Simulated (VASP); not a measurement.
A run of VASP 6.6.1 is set up as follows.

File INCAR:

```
PREC = Accurate
ENCUT = 520
EDIFF = 1E-7
ISMEAR = 0
SIGMA = 0.15
LREAL = F
LASPH = T
NELM = 100
ALGO = Fast
ISIF = 2
LWAVE = F
LCHARG = T
GGA = PE
LELF = T
LVHAR = T
NBANDS = 18
```

Contents of KPOINTS:

```
Automatic mesh
0
Gamma
  18 18 18
```

File POSCAR:

```
Cu
1.0
    1.1023907521     -4.2525847608      0.0000000000
    1.1023907521      4.2525847608      0.0000000000
    0.0000000000      0.0000000000      2.5142119659
Cu
2
Direct
    0.1340351705      0.8659648295      0.2500000000
    0.8659648295      0.1340351705      0.7500000000
```

Potentials or basis: VASP PAW PBE potentials, release 64 (Cu).

Run with:

```sh
$ cat potpaw_PBE.64/Cu/POTCAR > POTCAR
$ mpirun -np 1 vasp_std > vasp.out
```

(1) What does it give for the largest force?

(2) Estimate the pressure.

(3) Estimate the band gap on the k mesh.

## Answers

(1) 0.310 eV/Å.

(2) 14.8 GPa.

(3) zero (band 11 reaches 12.44 eV, above the bottom of band 12 at 6.06 eV).

Caveat: the cell differs from its parent crystal (normal strain along x -0.1100, normal strain along y +0.0550).
